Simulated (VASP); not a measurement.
# VN (Fm-3m) in VASP: further runs

The runs below take VN through single point, with r2SCAN.

Everything below comes from runs of VASP 6.6.1. Logs are shortened: lines on timing, memory, paths and dates and some standing lists are left out, and cuts for length are marked.

### Step 1. The cell of the first run

Symmetry: Fm-3m, No. 225, cubic system. The conventional cell has a = 4.130 Å, b = 4.130 Å, c = 4.130 Å, α = 90.00°, β = 90.00°, γ = 90.00°. Within 2.7 Å of V (site symmetry m-3m) lie 6 N at 2.06 Å. N (site symmetry m-3m) has 6 V at 2.06 Å within 2.7 Å.

### Step 2. Single point, r2SCAN

Input file POSCAR:

```
VN
1.0
    0.0000000000      2.0650000000      2.0650000000
    2.0650000000      0.0000000000      2.0650000000
    2.0650000000      2.0650000000      0.0000000000
V N
1 1
Direct
    0.0000000000      0.0000000000      0.0000000000
    0.5000000000      0.5000000000      0.5000000000
```

Input file INCAR.step1:

```
SYSTEM = VN
PREC = Accurate
ENCUT = 660
ISMEAR = -1
SIGMA = 0.1
LREAL = .False.
LASPH = .True.
NELM = 120
NBANDS = 16
GGA = PE
ALGO = Normal
EDIFF = 1E-5
LWAVE = .True.
LCHARG = .False.
GGA_COMPAT = .False.
```

Input file INCAR.step2:

```
SYSTEM = VN
PREC = Accurate
ENCUT = 660
EDIFF = 1E-6
ISMEAR = -1
SIGMA = 0.1
LREAL = .False.
LASPH = .True.
NELM = 120
ALGO = Normal
ISIF = 2
LWAVE = .False.
LCHARG = .False.
METAGGA = R2SCAN
LMIXTAU = .True.
NBANDS = 16
ISTART = 1
GGA_COMPAT = .False.
```

Input file KPOINTS:

```
Automatic mesh
0
Gamma
  4 4 4
  0.5 0.5 0.5
```

Potentials or basis: VASP PAW PBE potentials, release 64 (V_sv, N).

The run is started by

```bash
$ cat potpaw_PBE.64/V_sv/POTCAR potpaw_PBE.64/N/POTCAR > POTCAR
$ cp INCAR.step1 INCAR
$ mpirun -np 1 vasp_std > vasp.out
$ cp INCAR.step2 INCAR
$ mpirun -np 1 vasp_std > vasp.out
```

OUTCAR:

```text
SYSTEM = VN
   PREC = Accurate
   ENCUT = 660
   EDIFF = 1E-6
   ISMEAR = -1
   LREAL = .False.
   LASPH = .True.
   NELM = 120
   ISIF = 2
   METAGGA = R2SCAN
   ISTART = 1

 ion  position               nearest neighbor table
   1  0.000  0.000  0.000-   2 2.06   2 2.06   2 2.06   2 2.06   2 2.06   2 2.06
   2  0.500  0.500  0.500-   1 2.06   1 2.06   1 2.06   1 2.06   1 2.06   1 2.06

  LATTYP: Found a face centered cubic cell.
 ALAT       =     4.1300000000

  Lattice vectors:

 A1 = (   0.0000000000,   2.0650000000,   2.0650000000)
 A2 = (   2.0650000000,   0.0000000000,   2.0650000000)
 A3 = (   2.0650000000,   2.0650000000,   0.0000000000)

Analysis of symmetry for initial positions (statically):
=====================================================================
 Subroutine PRICEL returns:
 Original cell was already a primitive cell.

 Routine SETGRP: Setting up the symmetry group for a
 face centered cubic supercell.

 Subroutine GETGRP returns: Found 48 space group operations
 (whereof 48 operations were pure point group operations)
 out of a pool of 48 trial point group operations.

The static configuration has the point symmetry O_h .

Analysis of symmetry for dynamics (positions and initial velocities):
=====================================================================
 Subroutine PRICEL returns:
 Original cell was already a primitive cell.

 Routine SETGRP: Setting up the symmetry group for a
 face centered cubic supercell.

 Subroutine GETGRP returns: Found 48 space group operations
 (whereof 48 operations were pure point group operations)
 out of a pool of 48 trial point group operations.

The dynamic configuration has the point symmetry O_h .

 Subroutine INISYM returns: Found 48 space group operations
 (whereof 48 operations are pure point group operations),
 and found     1 'primitive' translations

----------------------------------------------------------------------------------------

                                     Primitive cell

  volume of cell :      17.6112

  direct lattice vectors                    reciprocal lattice vectors
     0.000000000  2.065000000  2.065000000    -0.242130751  0.242130751  0.242130751
     2.065000000  0.000000000  2.065000000     0.242130751 -0.242130751  0.242130751
     2.065000000  2.065000000  0.000000000     0.242130751  0.242130751 -0.242130751

  length of vectors
     2.920351006  2.920351006  2.920351006     0.419382762  0.419382762  0.419382762

  position of ions in fractional coordinates (direct lattice)
     0.000000000  0.000000000  0.000000000
     0.500000000  0.500000000  0.500000000

  ion indices of the primitive-cell ions
   primitive index   ion index
                 1           1
                 2           2

----------------------------------------------------------------------------------------

 KPOINTS: Automatic mesh

Automatic generation of k-mesh.
 Grid dimensions read from file:
 generate k-points for:    4    4    4

 Generating k-lattice:

  Cartesian coordinates                     Fractional coordinates (reciprocal lattice)
    -0.060532688  0.060532688  0.060532688     0.250000000  0.000000000  0.000000000
     0.060532688 -0.060532688  0.060532688     0.000000000  0.250000000  0.000000000
     0.060532688  0.060532688 -0.060532688     0.000000000  0.000000000  0.250000000

  Length of vectors
     0.104845691  0.104845691  0.104845691

  Shift w.r.t. Gamma in fractional coordinates (k-lattice)
     0.500000000  0.500000000  0.500000000

 Subroutine IBZKPT returns following result:
 ===========================================

 Found     10 irreducible k-points:

 Following reciprocal coordinates:
            Coordinates               Weight
  0.125000  0.125000  0.125000      8.000000
  0.375000  0.125000  0.125000     24.000000
 -0.375000  0.125000  0.125000     24.000000
 -0.125000  0.125000  0.125000     24.000000
  0.375000  0.375000  0.125000     24.000000
 -0.375000  0.375000  0.125000     48.000000
 -0.125000  0.375000  0.125000     48.000000
 -0.375000 -0.375000  0.125000     24.000000
  0.375000  0.375000  0.375000      8.000000
 -0.375000  0.375000  0.375000     24.000000
   k-points           NKPTS =     10   k-points in BZ     NKDIM =     10   number of bands    NBANDS=     16
   number of dos      NEDOS =    301   number of ions     NIONS =      2
   total plane-waves  NPLWV =  13824
   dimension x,y,z NGX =    24 NGY =   24 NGZ =   24
   dimension x,y,z NGXF=    48 NGYF=   48 NGZF=   48
   ions per type =               1   1
   NGX,Y,Z   is equivalent  to a cutoff of  13.66, 13.66, 13.66 a.u.
   NGXF,Y,Z  is equivalent  to a cutoff of  27.32, 27.32, 27.32 a.u.
 SYSTEM =  VN
   PREC   = accura    normal or accurate (medium, high low for compatibility)
   ISTART =      1    job   : 0-new  1-cont  2-samecut
   ICHARG =      0    charge: 1-file 2-atom 10-const
   ISPIN  =      1    spin polarized calculation?
   LNONCOLLINEAR =      F non collinear calculations
   LSORBIT =      F    spin-orbit coupling
   LASPH  =      T    aspherical Exc in radial PAW
   ENCUT  =  660.0 eV  48.51 Ry    6.96 a.u.   6.12  6.12  6.12*2*pi/ulx,y,z
   NELM   =    120;   NELMIN=  2; NELMDL=  0     # of ELM steps
   EDIFF  = 0.1E-05   stopping-criterion for ELM
   LREAL  =      F    real-space projection
   EDIFFG = 0.1E-04   stopping-criterion for IOM
   NSW    =      0    number of steps for IOM
   IBRION =     -1    ionic relax: 0-MD 1-quasi-New 2-CG
   NFREE  =      0    steps in history (QN), initial steepest desc. (CG)
   ISIF   =      2    stress and relaxation
   ISYM   =      2    0-nonsym 1-usesym 2-fastsym
   POTIM  = 0.5000    time-step for ionic-motion
   TEBEG  =    0.0;   TEEND  =   0.0 temperature during run
   PSTRESS=    0.0 pullay stress
   NELECT =      18.0000    total number of electrons
   NUPDOWN=      -1.0000    fix difference up-down
   EMIN   =  10.00;   EMAX   =-10.00  energy-range for DOS
   EFERMI =   0.00;   METHOD = LEGACY
   ISMEAR =    -1;   SIGMA  =   0.10  broadening in eV -4-tet -1-fermi 0-gaus
   EFERMI_NEDOS =   21; number of points for ismear=-14 and -15
   IALGO  =     38    algorithm
   IMIX   =      4    mixing-type and parameters
     AMIX     =   0.40;   BMIX     =  1.00
     AMIX_MAG =   1.60;   BMIX_MAG =  1.00
  volume/ion in A,a.u.               =       8.81        59.42
  Fermi-wavevector in a.u.,A,eV,Ry     =   1.649057  3.116265 36.999524  2.719388
  Thomas-Fermi vector in A             =   2.738241
   LORBIT       =      0    0 simple, 1 ext, 2 COOP (PROOUT), +10 PAW based schemes
   METAGGA = R2SCAN    functional components
   LHFCALC =     F    Hartree Fock is set to
   AEXX    =    0.0000 exact exchange contribution
   IVDW    =     0    specifies the selected vdW correction
   LEPSILON=     F    determine dielectric tensor
   LRPA    =     F    only Hartree local field effects (RPA)
 non-spin polarized calculation
  energy-cutoff  :      660.00
  volume of cell :       17.61
 maximum number of plane-waves:       687
   NGX = 13   NGY = 13   NGZ = 13

 number of electron      18.0000004 magnetization

 Free energy of the ion-electron system (eV)
  ---------------------------------------------------
  ext. energy  EPLUGINS =         0.00000000
  ---------------------------------------------------
  free energy    TOTEN  =       -25.64633446 eV

  energy without entropy =      -25.59518499  energy(sigma->0) =      -25.62075973

 E-fermi :  11.9697     XC(G=0): -14.5079

 val. band max:       11.8407991202   @ k =  -0.1250   0.1250   0.1250
 cond. band min:      12.0509784851   @ k =  -0.3750   0.3750   0.3750
 fundamental gap:      0.2101793649
 Fermi energy:        11.9696818390

 k-point     1 :       0.1250    0.1250    0.1250
  band No.  band energies     occupation
      1     -56.1276      2.00000
      2     -28.7288      2.00000
      3     -28.6611      2.00000
      4     -28.6611      2.00000
      5      -6.7522      2.00000
      6       7.8891      2.00000
[... 8 lines left out ...]
     15      26.5559      0.00000
     16      31.9686      0.00000

 k-point     2 :       0.3750    0.1250    0.1250
  band No.  band energies     occupation
      1     -56.0866      2.00000
      2     -28.9639      2.00000
      3     -28.7411      2.00000
      4     -28.6763      2.00000
      5      -5.4441      2.00000
      6       4.6654      2.00000
[... 8 lines left out ...]
     15      25.3805      0.00000
     16      28.3381      0.00000

 k-point     3 :      -0.3750    0.1250    0.1250
  band No.  band energies     occupation
      1     -56.0626      2.00000
      2     -29.1117      2.00000
      3     -28.7408      2.00000
      4     -28.7164      2.00000
      5      -4.5361      2.00000
      6       3.1845      2.00000
[... 8 lines left out ...]
     15      26.4564      0.00000
     16      27.0170      0.00000

 k-point     4 :      -0.1250    0.1250    0.1250
  band No.  band energies     occupation
      1     -56.1037      2.00000
      2     -28.8520      2.00000
      3     -28.7014      2.00000
      4     -28.6912      2.00000
      5      -6.0641      2.00000
      6       5.5968      2.00000
[... 8 lines left out ...]
     15      26.0435      0.00000
     16      30.2490      0.00000

 k-point     5 :       0.3750    0.3750    0.1250
  band No.  band energies     occupation
      1     -56.0699      2.00000
      2     -28.9757      2.00000
      3     -28.7700      2.00000
      4     -28.7585      2.00000
      5      -5.3629      2.00000
      6       4.4413      2.00000
[... 8 lines left out ...]
     15      25.8688      0.00000
     16      26.9270      0.00000

 k-point     6 :      -0.3750    0.3750    0.1250
  band No.  band energies     occupation
      1     -56.0460      2.00000
      2     -29.0032      2.00000
      3     -28.8934      2.00000
      4     -28.7903      2.00000
      5      -4.8582      2.00000
      6       4.7752      2.00000
[... 8 lines left out ...]
     15      25.2056      0.00000
     16      25.6203      0.00000

 k-point     7 :      -0.1250    0.3750    0.1250
  band No.  band energies     occupation
      1     -56.0628      2.00000
      2     -29.0279      2.00000
      3     -28.8103      2.00000
      4     -28.7262      2.00000
      5      -4.8947      2.00000
      6       4.0075      2.00000
[... 8 lines left out ...]
     15      25.3152      0.00000
     16      26.7373      0.00000

 k-point     8 :      -0.3750   -0.3750    0.1250
  band No.  band energies     occupation
      1     -56.0462      2.00000
      2     -29.0411      2.00000
      3     -28.8383      2.00000
      4     -28.7989      2.00000
      5      -5.1850      2.00000
      6       4.8420      2.00000
[... 8 lines left out ...]
     15      25.2290      0.00000
     16      26.0233      0.00000

 k-point     9 :       0.3750    0.3750    0.3750
  band No.  band energies     occupation
      1     -56.0766      2.00000
      2     -29.0764      2.00000
      3     -28.6927      2.00000
      4     -28.6927      2.00000
      5      -4.9012      2.00000
      6       3.5808      2.00000
[... 8 lines left out ...]
     15      26.3024      0.00000
     16      28.2338      0.00000

 k-point    10 :      -0.3750    0.3750    0.3750
  band No.  band energies     occupation
      1     -56.0529      2.00000
      2     -29.0359      2.00000
      3     -28.8705      2.00000
      4     -28.7336      2.00000
      5      -4.6615      2.00000
      6       3.9364      2.00000
[... 8 lines left out ...]
     15      25.0289      0.00000
     16      26.5273      0.00000

------------------------ aborting loop because EDIFF is reached ----------------------------------------

  FORCE on cell =-STRESS in cart. coord.  units (eV):
  Direction    XX          YY          ZZ          XY          YZ          ZX
  --------------------------------------------------------------------------------------
  -------------------------------------------------------------------------------------
  Total       -0.6260896     -0.6260896     -0.6260896      0.0000000      0.0000000      0.0000000
  in kB      -56.9582894    -56.9582894    -56.9582894      0.0000000      0.0000000      0.0000000
  external PRESSURE =     -56.9582894 kB  Pullay stress =       0.0000000 kB

 VOLUME and BASIS-vectors are now :
 -----------------------------------------------------------------------------
  energy-cutoff  :      660.00
  volume of cell :       17.61
      direct lattice vectors                 reciprocal lattice vectors
     0.000000000  2.065000000  2.065000000    -0.242130751  0.242130751  0.242130751
     2.065000000  0.000000000  2.065000000     0.242130751 -0.242130751  0.242130751
     2.065000000  2.065000000  0.000000000     0.242130751  0.242130751 -0.242130751

 POSITION                                       TOTAL-FORCE (eV/Angst)
 -----------------------------------------------------------------------------------
      0.00000      0.00000      0.00000        -0.000000      0.000000      0.000000
      2.06500      2.06500      2.06500         0.000000     -0.000000      0.000000
 -----------------------------------------------------------------------------------
    total drift:                                0.000000     -0.000000     -0.000000

  FREE ENERGIE OF THE ION-ELECTRON SYSTEM (eV)
  ---------------------------------------------------
  free  energy   TOTEN  =       -25.6463344577 eV

  energy  without entropy=      -25.5951849932  energy(sigma->0) =      -25.62075973
```

Wall time 11 s (1 thread of AMD EPYC 9R45 (Zen 5), shared host); peak memory 0.11 GiB.

What came out:

```
Free energy            : -25.6463 eV
Pressure               : -5.7 GPa
Band gap on the k mesh : zero (band 9 reaches 12.23 eV, above the bottom of band 10 at 10.79 eV)
```

Caveat: the k points lie up to 0.66 Å⁻¹ apart; the PAW data sets were made with another functional, which shifts forces and pressure a little; the run has no spin polarisation, though such a crystal can be magnetic. With open d or f shells a metallic result of r2SCAN can be an artefact of self-interaction; +U or a hybrid may open a gap.

### Step 3. Single point, r2SCAN, collinear spin, ferromagnetic start

POSCAR is that of step 2.

Input file INCAR.step1:

```
SYSTEM = VN
  PREC = Accurate
  ENCUT = 660
  ISMEAR = -1
  SIGMA = 0.1
  LREAL = .FALSE.
  LASPH = .TRUE.
  NELM = 200
  ISPIN = 2
  MAGMOM = 2 0
  LMAXMIX = 4
  NBANDS = 20
  GGA = PE
  ALGO = Normal
  EDIFF = 1E-5
  LWAVE = .TRUE.
  LCHARG = .FALSE.
  GGA_COMPAT = .FALSE.
```

Input file INCAR.step2:

```
SYSTEM = VN
  PREC = Accurate
  ENCUT = 660
  EDIFF = 1E-6
  ISMEAR = -1
  SIGMA = 0.1
  LREAL = .FALSE.
  LASPH = .TRUE.
  NELM = 200
  ALGO = Normal
  ISIF = 2
  LWAVE = .FALSE.
  LCHARG = .FALSE.
  ISPIN = 2
  MAGMOM = 2 0
  LORBIT = 11
  LMAXMIX = 4
  METAGGA = R2SCAN
  LMIXTAU = .TRUE.
  NBANDS = 20
  ISTART = 1
  GGA_COMPAT = .FALSE.
```

KPOINTS is that of step 2.

Potentials or basis: VASP PAW PBE potentials, release 64 (V_sv, N).

The run is started by

```bash
$ cat potpaw_PBE.64/V_sv/POTCAR potpaw_PBE.64/N/POTCAR > POTCAR
$ cp INCAR.step1 INCAR
$ mpirun -np 1 vasp_std > vasp.out
$ cp INCAR.step2 INCAR
$ mpirun -np 1 vasp_std > vasp.out
```

Run time: 22 s. Hardware: 1 thread of AMD EPYC 9R45 (Zen 5), shared host; peak memory 0.13 GiB.

Results (log left out):

* Free energy: -25.6463 eV
* Pressure: -5.7 GPa
* Band gap on the k mesh: zero (filled and empty bands overlap)
* Net moment: 0.00 μB per cell
* Valence electrons inside the program's atomic spheres: V 11.62; N 3.79

Levels at points of the mesh, in eV from the Fermi level:
Spin up:
| k point | band 6 | band 7 | band 8 | band 9 | band 10 | band 11 | band 12 | band 13 |
| --- | --- | --- | --- | --- | --- | --- | --- | --- |
| (0.12, 0.12, 0.12) | -4.08 | -3.70 | -3.70 | -1.18 | -1.18 | -0.76 | 0.96 | 0.96 |
Spin down:
```csv
k point,band 7,band 8,band 9,band 10,band 11,band 12
"(0.12, 0.12, 0.12)",-3.70,-3.70,-1.18,-1.18,-0.76,0.97
```

Caveat: the k points lie up to 0.66 Å⁻¹ apart; the PAW data sets were made with another functional, which shifts forces and pressure a little. With open d or f shells a metallic result of r2SCAN can be an artefact of self-interaction; +U or a hybrid may open a gap.
